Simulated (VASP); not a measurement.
Input of a VASP 6.6.1 run:

Contents of INCAR:

```
SYSTEM = Sr2NbO2
ALGO     = Normal         ! electronic algorithm
EDIFF    = 1E-6           ! SCF threshold, eV
ENCUT    = 520            ! plane-wave cutoff, eV
GGA      = PE             ! functional
ISIF     = 2              ! what is computed and relaxed
ISMEAR   = 0              ! smearing method
ISPIN    = 2              ! spin polarisation
LASPH    = .True.         ! aspherical terms in the spheres
LCHARG   = .False.        ! write CHGCAR
LMAXMIX  = 4              ! l up to which the mixer works
LORBIT   = 11             ! projections on sites
LREAL    = .False.        ! projectors in reciprocal space
LWAVE    = .False.        ! write WAVECAR
MAGMOM   = 0.02 0.02 0.49 0.03 0.03 ! initial moments
NBANDS   = 34             ! bands
NELM     = 150            ! most SCF steps
PREC     = Accurate       ! precision mode
SIGMA    = 0.1            ! smearing width, eV
```

File KPOINTS:

```
k-points
0
Gamma
  6 6 2
  0 0 0
```

File POSCAR:

```
Sr2NbO2
1.0
    3.5873978600      0.0000000000      0.0000000000
   -1.7936989300      3.1067776800      0.0000000000
    0.0000000000      0.0000000000      9.6386194300
Sr Nb O
2 1 2
Direct
    0.6666666700      0.3333333300      0.2154780000
    0.3333333300      0.6666666700      0.7845220000
    0.0000000000      0.0000000000      0.5000000000
    0.6666666700      0.3333333300      0.6607440100
    0.3333333300      0.6666666700      0.3392559900
```

Potentials or basis: VASP PAW PBE potentials, release 64 (Sr_sv, Nb_sv, O).

Command:

```console
$ cat potpaw_PBE.64/Sr_sv/POTCAR potpaw_PBE.64/Nb_sv/POTCAR potpaw_PBE.64/O/POTCAR > POTCAR
$ mpirun -np 1 vasp_std > vasp.out
```

(1) Estimate the site moments.

(2) Predict the largest force.

(3) What does it give for the pressure?

(4) Estimate the net moment.

Answers

(1) Sr +0.03; Nb +0.51; O +0.02 μB.

(2) 1.352 eV/Å.

(3) -4.2 GPa.

(4) 1.08 μB per cell.

Caveat: the cell stands under tension; forces of over 1 eV/Å act on the atoms, so gaps and moduli don't describe the material at rest.
